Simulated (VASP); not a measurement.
# WSe2 in VASP: notebook

The runs below take WSe2 through single point, with PBEsol.

Everything below comes from runs of VASP 6.6.1. Logs are shortened: lines on timing, memory, paths and dates and some standing lists are left out, and cuts for length are marked.

## Step 1: The cell of the first run

The cell holds a slab with vacuum, 3 atoms: a = 3.270 Å, b = 3.270 Å, c = 16.661 Å, α = 90.00°, β = 90.00°, γ = 120.00°.

## Step 2: Single point, PBEsol (atom 1 (W) moved -0.600 Å along Cartesian [0 0 1])

INCAR reads:

```
PREC = Accurate ; ENCUT = 520
EDIFF = 1E-6 ; ISMEAR = 0
SIGMA = 0.05 ; LREAL = False
LASPH = True ; NELM = 60
ALGO = Normal ; ISIF = 2
LWAVE = False ; LCHARG = True
GGA = PS ; LELF = True
LVHAR = True ; NBANDS = 20
```

KPOINTS reads:

```
Automatic mesh
0
Gamma
  12 12 2
```

POSCAR reads:

```
WSe2
1.0
    3.2702526784      0.0000000000      0.0000000000
   -1.6351263392      2.8321218963      0.0000000000
    0.0000000000      0.0000000000     16.6612169706
W Se
1 2
Direct
    0.0000000000      0.0000000000     -0.0360117752
    0.3333333333      0.6666666667      0.1003992721
    0.3333333333      0.6666666667      0.8996007279
```

Potentials or basis: VASP PAW PBE potentials, release 64 (W_sv, Se).

On the command line:

```
> cat potpaw_PBE.64/W_sv/POTCAR potpaw_PBE.64/Se/POTCAR > POTCAR
> mpirun -np 1 vasp_std > vasp.out
```

OUTCAR:

```text
PREC = Accurate
   ENCUT = 520
   EDIFF = 1E-6
   ISMEAR = 0
   LREAL = False
   LASPH = True
   NELM = 60
   ISIF = 2
   GGA = PS

 ion  position               nearest neighbor table
   1  0.000  0.000  0.964-   3 2.17   3 2.17   3 2.17   2 2.95   2 2.95   2 2.95
   2  0.333  0.667  0.100-   1 2.95   1 2.95   1 2.95
   3  0.333  0.667  0.900-   1 2.17   1 2.17   1 2.17

  LATTYP: Found a hexagonal cell.
 ALAT       =     3.2702526784
 C/A-ratio  =     5.0947797033

  Lattice vectors:

 A1 = (   3.2702526784,   0.0000000000,   0.0000000000)
 A2 = (  -1.6351263392,   2.8321218963,   0.0000000000)
 A3 = (   0.0000000000,   0.0000000000,  16.6612169706)

Analysis of symmetry for initial positions (statically):
=====================================================================
 Subroutine PRICEL returns:
 Original cell was already a primitive cell.

 Routine SETGRP: Setting up the symmetry group for a
 hexagonal supercell.

 Subroutine GETGRP returns: Found  6 space group operations
 (whereof  6 operations were pure point group operations)
 out of a pool of 24 trial point group operations.

The static configuration has the point symmetry C_3v.

Analysis of symmetry for dynamics (positions and initial velocities):
=====================================================================
 Subroutine PRICEL returns:
 Original cell was already a primitive cell.

 Routine SETGRP: Setting up the symmetry group for a
 hexagonal supercell.

 Subroutine GETGRP returns: Found  6 space group operations
 (whereof  6 operations were pure point group operations)
 out of a pool of 24 trial point group operations.

The dynamic configuration has the point symmetry C_3v.

 Subroutine INISYM returns: Found  6 space group operations
 (whereof  6 operations are pure point group operations),
 and found     1 'primitive' translations

----------------------------------------------------------------------------------------

                                     Primitive cell

  volume of cell :     154.3121

  direct lattice vectors                    reciprocal lattice vectors
     3.270252678  0.000000000  0.000000000     0.305786769  0.176546073  0.000000000
    -1.635126339  2.832121896  0.000000000     0.000000000  0.353092147  0.000000000
     0.000000000  0.000000000 16.661216971     0.000000000  0.000000000  0.060019625

  length of vectors
     3.270252678  3.270252678 16.661216971     0.353092147  0.353092147  0.060019625

  position of ions in fractional coordinates (direct lattice)
     0.000000000  0.000000000  0.963988225
     0.333333333  0.666666667  0.100399272
     0.333333333  0.666666667  0.899600728

  ion indices of the primitive-cell ions
   primitive index   ion index
                 1           1
                 2           2
                 3           3

----------------------------------------------------------------------------------------

 KPOINTS: Automatic mesh

Automatic generation of k-mesh.
 Grid dimensions read from file:
 generate k-points for:   12   12    2

 Generating k-lattice:

  Cartesian coordinates                     Fractional coordinates (reciprocal lattice)
     0.025482231  0.014712173  0.000000000     0.083333333  0.000000000  0.000000000
     0.000000000  0.029424346  0.000000000     0.000000000  0.083333333  0.000000000
     0.000000000  0.000000000  0.030009813     0.000000000  0.000000000  0.500000000

  Length of vectors
     0.029424346  0.029424346  0.030009813

  Shift w.r.t. Gamma in fractional coordinates (k-lattice)
     0.000000000  0.000000000  0.000000000

 Subroutine IBZKPT returns following result:
 ===========================================

 Found     38 irreducible k-points:

 Following reciprocal coordinates:
            Coordinates               Weight
  0.000000  0.000000  0.000000      1.000000
  0.083333  0.000000  0.000000      6.000000
  0.166667  0.000000  0.000000      6.000000
  0.250000 -0.000000  0.000000      6.000000
  0.333333  0.000000  0.000000      6.000000
  0.416667  0.000000  0.000000      6.000000
[... 16 lines left out ...]
  0.250000 -0.000000  0.500000      6.000000
  0.333333  0.000000  0.500000      6.000000
 [... further k-points ...]
   k-points           NKPTS =     38   k-points in BZ     NKDIM =     38   number of bands    NBANDS=     20
   number of dos      NEDOS =    301   number of ions     NIONS =      3
   total plane-waves  NPLWV =  72576
   dimension x,y,z NGX =    24 NGY =   24 NGZ =  126
   dimension x,y,z NGXF=    48 NGYF=   48 NGZF=  252
   ions per type =               1   2
   NGX,Y,Z   is equivalent  to a cutoff of  12.20, 12.20, 12.57 a.u.
   NGXF,Y,Z  is equivalent  to a cutoff of  24.40, 24.40, 25.14 a.u.
 SYSTEM =  unknown system
   PREC   = accura    normal or accurate (medium, high low for compatibility)
   ISTART =      0    job   : 0-new  1-cont  2-samecut
   ICHARG =      2    charge: 1-file 2-atom 10-const
   ISPIN  =      1    spin polarized calculation?
   LNONCOLLINEAR =      F non collinear calculations
   LSORBIT =      F    spin-orbit coupling
   LASPH  =      T    aspherical Exc in radial PAW
   ENCUT  =  520.0 eV  38.22 Ry    6.18 a.u.   6.08  6.08 30.98*2*pi/ulx,y,z
   NELM   =     60;   NELMIN=  2; NELMDL= -5     # of ELM steps
   EDIFF  = 0.1E-05   stopping-criterion for ELM
   LREAL  =      F    real-space projection
   EDIFFG = 0.1E-04   stopping-criterion for IOM
   NSW    =      0    number of steps for IOM
   IBRION =     -1    ionic relax: 0-MD 1-quasi-New 2-CG
   NFREE  =      0    steps in history (QN), initial steepest desc. (CG)
   ISIF   =      2    stress and relaxation
   ISYM   =      2    0-nonsym 1-usesym 2-fastsym
   POTIM  = 0.5000    time-step for ionic-motion
   TEBEG  =    0.0;   TEEND  =   0.0 temperature during run
   PSTRESS=    0.0 pullay stress
   NELECT =      26.0000    total number of electrons
   NUPDOWN=      -1.0000    fix difference up-down
   EMIN   =  10.00;   EMAX   =-10.00  energy-range for DOS
   EFERMI =   0.00;   METHOD = LEGACY
   ISMEAR =     0;   SIGMA  =   0.05  broadening in eV -4-tet -1-fermi 0-gaus
   EFERMI_NEDOS =   21; number of points for ismear=-14 and -15
   IALGO  =     38    algorithm
   IMIX   =      4    mixing-type and parameters
     AMIX     =   0.40;   BMIX     =  1.00
     AMIX_MAG =   1.60;   BMIX_MAG =  1.00
  volume/ion in A,a.u.               =      51.44       347.12
  Fermi-wavevector in a.u.,A,eV,Ry     =   0.904203  1.708696 11.123894  0.817583
  Thomas-Fermi vector in A             =   2.027621
   LORBIT       =      0    0 simple, 1 ext, 2 COOP (PROOUT), +10 PAW based schemes
   GGA     = PS    functional components
   LHFCALC =     F    Hartree Fock is set to
   AEXX    =    0.0000 exact exchange contribution
   IVDW    =     0    specifies the selected vdW correction
   LEPSILON=     F    determine dielectric tensor
   LRPA    =     F    only Hartree local field effects (RPA)
 non-spin polarized calculation
 Gauss-broadening in eV      SIGMA  =   0.05
  energy-cutoff  :      520.00
  volume of cell :      154.31
 maximum number of plane-waves:      4212
   NGX = 13   NGY = 13   NGZ = 61

 number of electron      25.9999997 magnetization

 Free energy of the ion-electron system (eV)
  ---------------------------------------------------
  ext. energy  EPLUGINS =         0.00000000
  ---------------------------------------------------
  free energy    TOTEN  =       -18.68677783 eV

  energy without entropy =      -18.68346628  energy(sigma->0) =      -18.68512205

 E-fermi :   0.0661     XC(G=0):  -4.8197

 val. band max:        0.0613112901   @ k =   0.3333   0.2500   0.0000
 cond. band min:       0.3169025558   @ k =   0.4167   0.1667   0.5000
 fundamental gap:      0.2555912657
 Fermi energy:         0.0661033244

 k-point     1 :       0.0000    0.0000    0.0000
  band No.  band energies     occupation
      1     -74.4205      2.00000
      2     -38.8691      2.00000
      3     -38.7563      2.00000
      4     -38.7563      2.00000
      5     -16.4659      2.00000
      6     -13.8897      2.00000
[... 12 lines left out ...]
     19       4.8097      0.00000
     20       4.8097      0.00000

 k-point     2 :       0.0833    0.0000    0.0000
  band No.  band energies     occupation
      1     -74.4195      2.00000
      2     -38.8677      2.00000
      3     -38.7770      2.00000
      4     -38.7614      2.00000
      5     -16.3665      2.00000
      6     -13.8147      2.00000
[... 12 lines left out ...]
     19       4.8689      0.00000
     20       4.8896      0.00000

 k-point     3 :       0.1667    0.0000    0.0000
  band No.  band energies     occupation
      1     -74.4166      2.00000
      2     -38.8760      2.00000
      3     -38.8210      2.00000
      4     -38.7753      2.00000
      5     -16.0920      2.00000
      6     -13.5966      2.00000
[... 12 lines left out ...]
     19       5.0037      0.00000
     20       5.2175      0.00000

 k-point     4 :       0.2500   -0.0000    0.0000
  band No.  band energies     occupation
      1     -74.4128      2.00000
      2     -38.9390      2.00000
      3     -38.8282      2.00000
      4     -38.7943      2.00000
      5     -15.7098      2.00000
      6     -13.2591      2.00000
[... 12 lines left out ...]
     19       5.4716      0.00000
     20       5.9765      0.00000

 k-point     5 :       0.3333    0.0000    0.0000
  band No.  band energies     occupation
      1     -74.4089      2.00000
      2     -39.0178      2.00000
      3     -38.8183      2.00000
      4     -38.8132      2.00000
      5     -15.3200      2.00000
      6     -12.8560      2.00000
[... 12 lines left out ...]
     19       5.4267      0.00000
     20       6.2756      0.00000

 k-point     6 :       0.4167    0.0000    0.0000
  band No.  band energies     occupation
      1     -74.4061      2.00000
      2     -39.0762      2.00000
      3     -38.8269      2.00000
      4     -38.8095      2.00000
      5     -15.0309      2.00000
      6     -12.4970      2.00000
[... 12 lines left out ...]
     19       6.0910      0.00000
     20       6.6445      0.00000

 k-point     7 :       0.5000   -0.0000    0.0000
  band No.  band energies     occupation
      1     -74.4050      2.00000
      2     -39.0975      2.00000
      3     -38.8320      2.00000
      4     -38.8062      2.00000
      5     -14.9245      2.00000
      6     -12.3461      2.00000
[... 12 lines left out ...]
     19       6.2793      0.00000
     20       6.8049      0.00000
[... 277 lines left out ...]
 k-point    20 :       0.0000    0.0000    0.5000
  band No.  band energies     occupation
      1     -74.4205      2.00000
      2     -38.8691      2.00000
      3     -38.7563      2.00000
      4     -38.7563      2.00000
      5     -16.4659      2.00000
      6     -13.8897      2.00000
[... 12 lines left out ...]
     19       4.8097      0.00000
     20       4.8097      0.00000

 k-point    21 :       0.0833    0.0000    0.5000
  band No.  band energies     occupation
      1     -74.4195      2.00000
      2     -38.8677      2.00000
      3     -38.7770      2.00000
      4     -38.7614      2.00000
      5     -16.3665      2.00000
      6     -13.8147      2.00000
[... 12 lines left out ...]
     19       4.8690      0.00000
     20       4.9412      0.00000

 k-point    22 :       0.1667    0.0000    0.5000
  band No.  band energies     occupation
      1     -74.4166      2.00000
      2     -38.8760      2.00000
      3     -38.8210      2.00000
      4     -38.7753      2.00000
      5     -16.0920      2.00000
      6     -13.5966      2.00000
[... 12 lines left out ...]
     19       4.9822      0.00000
     20       5.7004      0.00000

 k-point    23 :       0.2500   -0.0000    0.5000
  band No.  band energies     occupation
      1     -74.4128      2.00000
      2     -38.9390      2.00000
      3     -38.8282      2.00000
      4     -38.7943      2.00000
      5     -15.7098      2.00000
      6     -13.2591      2.00000
[... 12 lines left out ...]
     19       5.2684      0.00000
     20       6.3391      0.00000

 k-point    24 :       0.3333    0.0000    0.5000
  band No.  band energies     occupation
      1     -74.4089      2.00000
      2     -39.0178      2.00000
      3     -38.8183      2.00000
      4     -38.8132      2.00000
      5     -15.3200      2.00000
      6     -12.8560      2.00000
[... 12 lines left out ...]
     19       5.4048      0.00000
     20       6.2005      0.00000

 [... further k-points ...]
[... 5 lines left out ...]
  --------------------------------------------------------------------------------------
  -------------------------------------------------------------------------------------
  Total       13.3518261     13.3518261      4.5182731      0.0000000      0.0000000      0.0000000
  in kB      138.6281025    138.6281025     46.9119075      0.0000000      0.0000000      0.0000000
  external PRESSURE =     108.0560375 kB  Pullay stress =       0.0000000 kB

 VOLUME and BASIS-vectors are now :
 -----------------------------------------------------------------------------
  energy-cutoff  :      520.00
  volume of cell :      154.31
      direct lattice vectors                 reciprocal lattice vectors
     3.270252678  0.000000000  0.000000000     0.305786769  0.176546073  0.000000000
    -1.635126339  2.832121896  0.000000000     0.000000000  0.353092147  0.000000000
     0.000000000  0.000000000 16.661216971     0.000000000  0.000000000  0.060019625

 POSITION                                       TOTAL-FORCE (eV/Angst)
 -----------------------------------------------------------------------------------
      0.00000      0.00000     16.06122        -0.000000      0.000000     12.533305
     -0.00000      1.88808      1.67277         0.000000      0.000000     -2.662765
     -0.00000      1.88808     14.98844        -0.000000     -0.000000     -9.870540
 -----------------------------------------------------------------------------------
    total drift:                                0.000000     -0.000000     -0.000373

  FREE ENERGIE OF THE ION-ELECTRON SYSTEM (eV)
  ---------------------------------------------------
  free  energy   TOTEN  =       -18.6867778280 eV

  energy  without entropy=      -18.6834662768  energy(sigma->0) =      -18.68512205
```

Wall time 4.4 min (1 thread of Intel Xeon 8259CL, shared host); peak memory 0.32 GiB.

Results:

| Quantity | Value |
| --- | --- |
| Free energy | -18.6868 eV |
| Largest force | 12.533 eV/Å |
| Band gap on the k mesh | zero (bands 13 and 14 overlap by 1.40 eV) |

Forces in eV/Å, atoms in the order of the input:
```
W    0.000  0.000 12.533
Se   0.000  0.000 -2.663
Se   0.000  0.000 -9.871
```

Levels at points of the mesh, in eV from the Fermi level:
| k point | band 10 | band 11 | band 12 | band 13 | band 14 | band 15 | band 16 | band 17 |
| --- | --- | --- | --- | --- | --- | --- | --- | --- |
| (0.00, 0.00, 0.00) | -3.87 | -1.29 | -1.29 | 1.09 | 1.55 | 1.55 | 3.00 | 4.11 |
| (0.50, 0.00, 0.00) | -5.06 | -2.94 | -0.96 | -0.70 | 0.76 | 1.02 | 1.49 | 3.77 |
| (0.00, 0.00, 0.50) | -3.87 | -1.29 | -1.29 | 1.09 | 1.55 | 1.55 | 3.02 | 3.91 |
| (0.50, 0.00, 0.50) | -5.06 | -2.94 | -0.96 | -0.70 | 0.76 | 1.02 | 1.49 | 3.77 |

Caveat: the cell differs from its parent crystal (atom 1 (W) moved -0.600 Å along Cartesian [0 0 1]); the PAW data sets were made with another functional, which shifts forces and pressure a little; spin-orbit coupling is left out, which moves the levels of the heavy elements.

## Step 3: Single point, PBEsol (atom 1 (W) moved +0.450 Å along Cartesian [0 0 1])

INCAR reads:

```
PREC = Accurate
ENCUT = 520
EDIFF = 1E-7
ISMEAR = 0
SIGMA = 0.05
LREAL = F
LASPH = T
NELM = 100
ALGO = Normal
ISIF = 2
LWAVE = F
LCHARG = F
GGA = PS
NBANDS = 20
```

KPOINTS reads:

```
regular mesh
0
Gamma
  12 12 2
```

POSCAR: that of step 2 with these lines changed.

```diff
@@ -8,3 +8,3 @@
 Direct
-    0.0000000000      0.0000000000     -0.0360117752
+    0.0000000000      0.0000000000      0.0270088314
     0.3333333333      0.6666666667      0.1003992721
```

Potentials or basis: VASP PAW PBE potentials, release 64 (W_sv, Se).

On the command line:

```
> cat potpaw_PBE.64/W_sv/POTCAR potpaw_PBE.64/Se/POTCAR > POTCAR
> mpirun -np 1 vasp_std > vasp.out
```

Run time: 4.2 min. Hardware: 1 thread of Intel Xeon 8259CL, shared host; peak memory 0.32 GiB.

The run converged. Its results:

```
Free energy            : -20.4311 eV
Largest force          : 10.781 eV/Å
Band gap on the k mesh : zero (bands 13 and 14 overlap by 0.27 eV)
```

Forces on the atoms (eV/Å):
```
W     0.000   0.000 -10.781
Se    0.000   0.000   7.907
Se    0.000   0.000   2.874
```

Levels at points of the mesh, in eV from the Fermi level:
```tsv
k point	band 10	band 11	band 12	band 13	band 14	band 15	band 16	band 17
(0.00, 0.00, 0.00)	-3.99	-1.61	-1.61	0.16	1.32	1.32	3.00	3.83
(0.50, 0.00, 0.00)	-4.93	-3.22	-1.52	-1.22	0.96	1.07	1.75	3.58
(0.00, 0.00, 0.50)	-3.99	-1.61	-1.61	0.16	1.32	1.32	3.03	3.72
(0.50, 0.00, 0.50)	-4.93	-3.22	-1.52	-1.22	0.96	1.07	1.75	3.58
```

Caveat: the cell differs from its parent crystal (atom 1 (W) moved +0.450 Å along Cartesian [0 0 1]); the PAW data sets were made with another functional, which shifts forces and pressure a little; spin-orbit coupling is left out, which moves the levels of the heavy elements.

## Step 4: Single point, PBEsol (atom 1 (W) moved -0.300 Å along Cartesian [0 0 1])

INCAR reads:

```
  PREC = Accurate
  ENCUT = 520
  EDIFF = 1E-7
  ISMEAR = 0
  SIGMA = 0.05
  LREAL = F
  LASPH = T
  NELM = 100
  ALGO = Normal
  ISIF = 2
  LWAVE = F
  LCHARG = F
  GGA = PS
  NBANDS = 20
```

KPOINTS is that of step 3.

POSCAR: that of step 3 with these lines changed.

```diff
@@ -8,3 +8,3 @@
 Direct
-    0.0000000000      0.0000000000      0.0270088314
+    0.0000000000      0.0000000000     -0.0180058876
     0.3333333333      0.6666666667      0.1003992721
```

On the command line:

```
> cat potpaw_PBE.64/W_sv/POTCAR potpaw_PBE.64/Se/POTCAR > POTCAR
> mpirun -np 1 vasp_std > vasp.out
```

Run time: 4.4 min. Hardware: 1 thread of Intel Xeon 8259CL, shared host; peak memory 0.32 GiB.

The run converged. Its results:

```yaml
Free_energy: -21.9167 eV
Largest_force: 8.502 eV/Å
Band_gap_on_the_k_mesh: 0.63 eV (least direct gap 1.23 eV)
```

Forces in eV/Å, atoms in the order of the input:
```
W    0.000  0.000  8.502
Se   0.000  0.000 -2.782
Se   0.000  0.000 -5.720
```

Levels at points of the mesh, in eV from the valence-band top:
```tsv
k point	band 10	band 11	band 12	band 13	band 14	band 15	band 16	band 17
(0.00, 0.00, 0.00)	-3.26	-1.29	-1.29	0.00	1.92	1.92	3.68	3.75
(0.50, 0.00, 0.00)	-3.98	-2.74	-1.24	-1.04	1.79	1.88	2.68	4.08
(0.00, 0.00, 0.50)	-3.26	-1.29	-1.29	0.00	1.92	1.92	3.72	3.75
(0.50, 0.00, 0.50)	-3.98	-2.74	-1.24	-1.04	1.79	1.88	2.68	4.08
```

Caveat: the cell differs from its parent crystal (atom 1 (W) moved -0.300 Å along Cartesian [0 0 1]); the PAW data sets were made with another functional, which shifts forces and pressure a little; spin-orbit coupling is left out, which moves the levels of the heavy elements.

(Part 1 of 2 ends here.)
